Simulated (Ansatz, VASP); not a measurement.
Two plane-wave programs on In3Se

File INCAR:

```
PREC = Accurate ; ENCUT = 520
EDIFF = 1E-6 ; ISMEAR = 0
SIGMA = 0.1 ; LREAL = False
LASPH = True ; NELM = 80
ALGO = Normal ; ISIF = 2
LWAVE = False ; LCHARG = False
GGA = PE ; NBANDS = 30
```

Contents of KPOINTS:

```
regular mesh
0
Gamma
  6 6 4
```

The input POSCAR:

```
In3Se
1.0
    4.3321983300      0.0000000000      0.0000000000
   -2.1660991700      3.7517938100      0.0000000000
    0.0000000000      0.0000000000      7.1712694100
In Se
3 1
Direct
    0.0000000000      0.0000000000      0.5000000000
    0.3333333300      0.6666666700      0.3765266700
    0.6666666700      0.3333333300      0.6234733300
    0.0000000000      0.0000000000      0.0000000000
```

Input for Ansatz:

```yaml
crystal:
  lattice:
    - [4.33219833, 0.0, 0.0]
    - [-2.16609917, 3.75179381, 0.0]
    - [0.0, 0.0, 7.17126941]
  atoms:
    - { symbol: In, position: [0.0, 0.0, 0.5] }
    - { symbol: In, position: [0.33333333, 0.66666667, 0.37652667] }
    - { symbol: In, position: [0.66666667, 0.33333333, 0.62347333] }
    - { symbol: Se, position: [0.0, 0.0, 0.0] }
basis:
  ecutwfc: 420
kpoints:
  mp_grid: { grid: [6, 6, 4] }
hamiltonian:
  xc: pbe
scf:
  occupations: { method: gaussian, width: 0.1 }
  lower_state_search: "off"
output:
  forces: true
  stress: true
  eigenvalues: true
```

Alike in both runs: task single point; functional PBE; k mesh 6 × 6 × 4; occupations gaussian, width 0.1 eV; no spin polarisation.

|  | VASP | Ansatz |
| --- | --- | --- |
| version | VASP 6.6.1 | Ansatz 0.2.0 |
| potentials or method | VASP PAW PBE potentials, release 64 (In_d, Se), cutoff 520 eV | scalar-relativistic, plane waves, PAW |
| valence electrons in the cell | 45 | 55 |

Ansatz gave:

```
gap on the k mesh at the Fermi level (eV)                     : none
pressure (GPa)                                                : 10.8
traceless stress, the component that is largest in VASP (GPa) : -13.60
rms of the force components (eV/Å)                            : 1.363
```

**Question.** Which values does VASP return?

**Answer.** gap on the k mesh at the Fermi level (eV): none; pressure (GPa): 10.8; traceless stress, the component that is largest in VASP (GPa): -13.65; rms of the force components (eV/Å): 1.366.

Atom by atom the forces differ by 0.002 eV/Å (rms over components). A gap of «none» marks a metal or a gap that the smearing closes. The functional is the same, so the differences come from potentials, cutoffs and numerics. VASP's potentials hold 45 valence electrons a cell and Ansatz's 55, so a difference there can come from the potentials and not from the codes.
